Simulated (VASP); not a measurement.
## Mg: single point with PBE

Mg:

```xyz
1
Lattice="0.0000 1.9001 1.9001 1.9001 0.0000 1.9001 1.9001 1.9001 0.0000" Properties=species:S:1:pos:R:3 pbc="T T T"
Mg    0.0000    0.0000    0.0000
```

This isn't the form of Mg at room conditions, which is hcp.

| Quantity | Value |
| --- | --- |
| Program | VASP 6.6.1 |
| Task | single point |
| Functional | PBE |
| Potentials or basis | VASP PAW PBE potentials, release 64 (Mg) |
| Cutoff | 600 eV |
| k mesh | 17 × 17 × 17 |
| Occupations | fermi-dirac, width 0.1 eV |
| Spin | no spin polarisation |
| Dipole correction | no |
| Further INCAR settings | ALGO = Normal; EDIFF = 1e-06; NBANDS = 7 |

```
Pressure               : 51.0 GPa
Band gap on the k mesh : zero (bands 1 and 2 overlap by 2.33 eV)
```

Levels at points of the mesh, in eV from the Fermi level:
```
           k point  band 1  band 2  band 3  band 4
(0.00, 0.00, 0.00)   -9.44   15.94   15.94   15.94
```

Run time: 23 s on 1 thread of Intel Xeon 8259CL (shared host), peak memory 0.15 GiB.

Caveat: the cell stands under pressure.
